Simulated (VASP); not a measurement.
Input of a VASP 6.6.1 run:

Contents of INCAR:

```
SYSTEM = C
ALGO = Normal
EDIFF = 1E-8
ENCUT = 600
GGA = PE
IBRION = 6
ISIF = 3
ISMEAR = 0
LASPH = .True.
LCHARG = .False.
LREAL = .False.
LWAVE = .False.
NBANDS = 11
NELM = 60
NFREE = 2
NSW = 1
POTIM = 0.015
PREC = Accurate
SIGMA = 0.01
```

File KPOINTS:

```
k-points
0
Gamma
  12 12 12
  0 0 0
```

POSCAR

```
C
1.0
    0.0000000000      1.7857964165      1.7857964165
    1.7857964165      0.0000000000      1.7857964165
    1.7857964165      1.7857964165      0.0000000000
C
2
Direct
    0.0000000000      0.0000000000      0.0000000000
    0.2500000000      0.2500000000      0.2500000000
```

Potentials or basis: VASP PAW PBE potentials, release 64 (C).

Launch:

```console
$ cat potpaw_PBE.64/C/POTCAR > POTCAR
$ mpirun -np 1 vasp_std > vasp.out
```

Q: Estimate the elastic constants C11, C12, C44.

A: 1049, 124, 559 GPa.

Q: Predict the Voigt bulk modulus.

A: 433 GPa.

Q: Estimate the highest phonon frequency at Γ.

A: 1293 cm⁻¹.

Clamped-ion elastic tensor (GPa):
```
1049  124  124    0    0    0
 124 1049  124    0    0    0
 124  124 1049    0    0    0
   0    0    0  563    0    0
   0    0    0    0  563    0
   0    0    0    0    0  563
```
